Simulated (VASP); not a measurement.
## PtSe2: single point with r2SCAN+rVV10

The system is PtSe2.

```
Pt Se
1.0
     5.46144    0.00000    0.00000
     0.00000    5.90777    0.00000
     0.00000    0.00000    3.86219
Pt Se
2 4
Direct
  0.50000 0.50000 0.50000
  0.00000 0.00000 0.00000
  0.73762 0.12799 0.50000
  0.26238 0.87201 0.50000
  0.23762 0.37201 0.00000
  0.76238 0.62799 0.00000
```

```json
{
 "Program": "VASP 6.6.1",
 "Task": "single point",
 "Functional": "r2SCAN",
 "Dispersion": "rVV10",
 "Potentials or basis": "VASP PAW PBE potentials, release 64 (Pt, Se)",
 "Cutoff": "520 eV",
 "k mesh": "4 × 4 × 6",
 "Occupations": "fermi-dirac, width 0.03 eV",
 "Spin": "no spin polarisation",
 "Dipole correction": "no",
 "Further INCAR settings": "ALGO = Normal; EDIFF = 1e-06; NBANDS = 31"
}
```

The pressure is 0.4 GPa, the largest force is 0.020 eV/Å and the band gap on the k mesh is zero (band 22 reaches 6.08 eV, above the bottom of band 23 at 5.38 eV).

Forces on the atoms (eV/Å):
```
Pt   0.000  0.000  0.000
Pt   0.000  0.000  0.000
Se  -0.020 -0.006  0.000
Se   0.020  0.006  0.000
Se  -0.020  0.006  0.000
Se   0.020 -0.006  0.000
```

Levels at points of the mesh, in eV from the Fermi level:
```
           k point  band 19  band 20  band 21  band 22  band 23  band 24  band 25  band 26
(0.00, 0.00, 0.00)    -2.37    -1.55    -0.67    -0.16     0.41     2.23     2.27     2.49
(0.50, 0.00, 0.00)    -1.91    -1.91     0.02     0.02     1.39     1.39     1.67     1.67
(0.00, 0.50, 0.00)    -2.17    -2.17    -0.97    -0.97     1.44     1.44     1.95     1.95
(0.50, 0.50, 0.00)    -2.17    -2.17    -1.13    -1.13     1.12     1.12     1.60     1.60
(0.00, 0.00, 0.50)    -2.66    -2.66    -0.60    -0.60     0.16     0.16     1.09     1.09
(0.50, 0.00, 0.50)    -2.67    -2.67    -0.61    -0.61    -0.52    -0.52     2.46     2.46
(0.00, 0.50, 0.50)    -2.34    -2.34    -1.94    -1.94     0.90     0.90     2.16     2.16
(0.50, 0.50, 0.50)    -1.64    -1.64    -0.67    -0.67     0.93     0.93     0.96     0.96
```

Run time: 5.2 min on 1 thread of Intel(R) Xeon(R) Platinum 8559C (Emerald Rapids), with other jobs on the host, peak memory 0.54 GiB.

Caveat: the PAW data sets were made with another functional, which shifts forces and pressure a little; spin-orbit coupling is left out, which moves the levels of the heavy elements.
